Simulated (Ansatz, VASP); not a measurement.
## CuAu: VASP beside Ansatz

Contents of INCAR:

```
SYSTEM = CuAu
ALGO = Fast
EDIFF = 1E-6
ENCUT = 520
GGA = CA
ISIF = 2
ISMEAR = 0
LASPH = .True.
LCHARG = .False.
LREAL = .False.
LWAVE = .False.
NBANDS = 18
NELM = 100
PREC = Accurate
SIGMA = 0.1
```

Contents of KPOINTS:

```
k-points
0
Gamma
  6 6 4
  0 0 0
```

POSCAR

```
CuAu
1.0
    2.8000000000      0.0000000000      0.0000000000
    0.0000000000      2.8000000000      0.0000000000
    0.0000000000      0.0000000000      3.6700000000
Cu Au
1 1
Direct
    0.5000000000      0.5000000000      0.5000000000
    0.0000000000      0.0000000000      0.0000000000
```

Input for Ansatz:

```yaml
crystal:
  lattice:
    - [2.8, 0.0, 0.0]
    - [0.0, 2.8, 0.0]
    - [0.0, 0.0, 3.67]
  atoms:
    - { symbol: Cu, position: [0.5, 0.5, 0.5] }
    - { symbol: Au, position: [0.0, 0.0, 0.0] }
basis:
  ecutwfc: 420
kpoints:
  mp_grid: { grid: [6, 6, 4] }
hamiltonian:
  xc: lda
scf:
  occupations: { method: gaussian, width: 0.1 }
output:
  forces: true
  stress: true
  eigenvalues: true
```

Alike in both runs: task single point; functional LDA; k mesh 6 × 6 × 4; occupations gaussian, width 0.1 eV; no spin polarisation.

|  | VASP | Ansatz |
| --- | --- | --- |
| version | VASP 6.6.1 | Ansatz 0.2.0 |
| potentials or method | VASP PAW LDA potentials, release 64 (Cu, Au), cutoff 520 eV | scalar-relativistic, plane waves, PAW |
| valence electrons in the cell | 22 | 38 |

VASP gave:

```
gap on the k mesh at the Fermi level (eV)                     : none
pressure (GPa)                                                : -6.2
traceless stress, the component that is largest in VASP (GPa) : -2.12
```

Estimate Ansatz's values.

gap on the k mesh at the Fermi level (eV): none; pressure (GPa): -7.0; traceless stress, the component that is largest in VASP (GPa): -2.23.

LDA's correlation is that of Perdew and Zunger in VASP and of Perdew and Wang (1992) in Ansatz. A gap of «none» marks a metal or a gap that the smearing closes. VASP's potentials hold 22 valence electrons a cell and Ansatz's 38, so a difference there can come from the potentials and not from the codes.

The k mesh is coarse, so the values compare programs but aren't converged. Neither program's run includes spin-orbit coupling.
